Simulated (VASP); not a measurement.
Here is a VASP 6.6.1 calculation.

The input INCAR:

```
SYSTEM = BaY
PREC = Accurate ; ENCUT = 520
EDIFF = 1E-6 ; ISMEAR = -1
SIGMA = 0.05 ; LREAL = .False.
LASPH = .True. ; NELM = 80
ALGO = Normal ; ISIF = 2
LWAVE = .False. ; LCHARG = .False.
GGA = PE ; NBANDS = 18
```

The input KPOINTS:

```
Automatic mesh
0
Gamma
  6 6 6
  0 0 0
```

Contents of POSCAR:

```
BaY
1.0
    4.2271272629      0.0000000000      0.0000000000
    0.0000000000      4.2271272629      0.0000000000
    0.0000000000      0.0000000000      4.4453853513
Ba Y
1 1
Direct
    0.0000000000      0.0000000000      0.0000000000
    0.5000000000      0.5000000000      0.5000000000
```

Potentials or basis: VASP PAW PBE potentials, release 64 (Ba_sv, Y_sv).

Run with:

```sh
$ cat potpaw_PBE.64/Ba_sv/POTCAR potpaw_PBE.64/Y_sv/POTCAR > POTCAR
$ mpirun -np 1 vasp_std > vasp.out
```

Question: What does it give for the pressure?

Answer: 1.9 GPa.

Stress tensor (GPa, compression positive):
```
2.07 0.00 0.00
0.00 2.07 0.00
0.00 0.00 1.67
```
